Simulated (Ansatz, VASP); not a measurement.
Two plane-wave programs on ZnS

```
Zn S
1.0
    -0.85512    2.35159    2.35159
     2.35159   -0.85512    2.35159
     2.35159    2.35159   -0.85512
Zn S
1 1
Cartesian
  0.0000 0.0000 0.0000
  2.8860 2.8860 2.8860
```

Alike in both runs: task single point; functional PBE; k mesh 10 × 10 × 10; occupations gaussian, width 0.05 eV; no spin polarisation.

|  | VASP | Ansatz |
| --- | --- | --- |
| version | VASP 6.6.1 | Ansatz 0.2.0 |
| potentials or method | VASP PAW PBE potentials, release 64 (Zn, S), cutoff 520 eV | scalar-relativistic, plane waves, PAW |
| valence electrons in the cell | 18 | 18 |

|  | VASP | Ansatz | Ansatz less VASP |
| --- | --- | --- | --- |
| gap on the k mesh at the Fermi level (eV) | 0.90 | 0.87 | -0.036 |
| least direct gap on the mesh (eV) | 1.13 | 1.09 | -0.040 |
| rms of the force components (eV/Å) | 11.482 | 11.183 | -0.2989 |

Atom by atom the forces differ by 0.299 eV/Å (rms over components).
